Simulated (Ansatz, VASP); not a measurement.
KZnPF: VASP beside Ansatz

```
K Zn P F
1.0
     4.13258    0.00000    0.00000
     0.00000    4.13258    0.00000
     0.00000    0.00000   10.35053
K Zn P F
2 2 2 2
Direct
  0.25000 0.25000 0.37406
  0.75000 0.75000 0.62594
  0.25000 0.75000 0.00000
  0.75000 0.25000 0.00000
  0.75000 0.75000 0.12494
  0.25000 0.25000 0.87506
  0.25000 0.75000 0.50000
  0.75000 0.25000 0.50000
```

Alike in both runs: functional r2SCAN; k mesh 4 × 4 × 2; no spin polarisation.

Ansatz relaxed the structure, and its values are those at the end. VASP's run is a single point on that final structure, the one shown.

|  | VASP | Ansatz |
| --- | --- | --- |
| version | VASP 6.6.1 | Ansatz 0.2.0 |
| potentials or method | VASP PAW PBE potentials, release 64 (K_sv, Zn, P, F), cutoff 520 eV | PAW plane waves |
| occupations | fermi-dirac, width 0.1 eV | fermi-dirac |
| valence electrons in the cell | 66 | 66 |

```csv
,VASP,Ansatz,Ansatz less VASP
gap on the k mesh at the Fermi level (eV),none,none,-
pressure (GPa),0.0,0.0,-0.04
rms of the force components (eV/Å),0.015,0.001,-0.0138
```

VASP's potentials were made for PBE, not for r2SCAN. A gap of «none» marks a metal or a gap that the smearing closes.

The k mesh is coarse, so the values compare programs but aren't converged.
